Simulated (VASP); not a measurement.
The system is Sr.

```
Sr
1.0
     0.00000    4.34867    4.34867
     4.34867    0.00000    4.34867
     4.34867    4.34867    0.00000
Sr
3
Direct
  0.25000 0.25000 0.25000
  0.75000 0.75000 0.75000
  0.50000 0.50000 0.50000
```

The cell was generated, and may not be a known phase.

* Program: VASP 6.6.1
* Task: relaxation of cell and atoms
* Functional: PBE
* Potentials or basis: VASP PAW PBE potentials, release 64 (Sr_sv)
* Cutoff: 600 eV
* k mesh: 4 × 4 × 4
* Occupations: gaussian, width 0.1 eV
* Spin: no spin polarisation

At the start: pressure 2.7 GPa; volume 54.83 Å³/atom.

How do energy, volume and symmetry change on relaxing?

Over 4 steps the energy falls by 112.8 meV/atom and the volume is 70.64 Å³/atom (+28.8 %); space group Fm-3m (No. 225, to 0.1 Å) before and after.

The path:
```
step  energy change (eV)  largest force (eV/Å)  pressure (GPa)  volume (Å³)
   1              0.0000                0.0000            2.69       164.48
   2             -0.2649                0.0000            1.09       187.40
   3             -0.3311                0.0000           -0.27       219.51
   4             -0.3385                0.0000           -0.03       211.91
```

Final structure:
```yaml
crystal:
  lattice:
    - [0.00000, 4.73196, 4.73196]
    - [4.73196, 0.00000, 4.73196]
    - [4.73196, 4.73196, 0.00000]
  atoms:
    - { symbol: Sr, position: [0.25000, 0.25000, 0.25000] }
    - { symbol: Sr, position: [0.75000, 0.75000, 0.75000] }
    - { symbol: Sr, position: [0.50000, 0.50000, 0.50000] }
```

Caveat: the volume moved by over 15 % at a fixed basis, so the end points are rough.
